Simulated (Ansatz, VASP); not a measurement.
**One calculation of Ni3O4, two programs**

```
CELL_PARAMETERS angstrom
2.92423 -3.92382 0.00000
2.92423 3.92382 0.00000
0.00000 0.00000 2.84726
ATOMIC_POSITIONS crystal
Ni 0.50000 0.00000 0.50000
Ni 0.00000 0.50000 0.50000
Ni 0.00000 0.00000 0.00000
O 0.78789 0.78789 0.50000
O 0.21211 0.21211 0.50000
O 0.23716 0.76284 0.97717
O 0.76284 0.23716 0.02283
```

Change from the starting cell: mode 1 (-73.2 1/cm) frozen in, largest displacement +0.065 Å.

Alike in both runs: task single point; functional PBEsol; k mesh 8 × 8 × 14; occupations gaussian, width 0.15 eV; no spin polarisation.

```csv
,VASP,Ansatz
version,VASP 6.6.1,Ansatz 0.2.0
potentials or method,"VASP PAW PBE potentials, release 64 (Ni, O), cutoff 520 eV","scalar-relativistic, plane waves, PAW"
valence electrons in the cell,54,78
```

```tsv
	VASP	Ansatz	Ansatz less VASP
gap on the k mesh at the Fermi level (eV)	none	none	-
pressure (GPa)	0.5	0.2	-0.30
traceless stress, the component that is largest in VASP (GPa)	-1.23	-1.27	-0.040
rms of the force components (eV/Å)	0.025	0.006	-0.0187
```

VASP's potentials were made for PBE, not for PBEsol. Atom by atom the forces differ by 0.020 eV/Å (rms over components). A gap of «none» marks a metal or a gap that the smearing closes. With one functional, cell and mesh, what is left measures potentials, basis and numerics. VASP's potentials hold 54 valence electrons a cell and Ansatz's 78, so a difference there can come from the potentials and not from the codes.
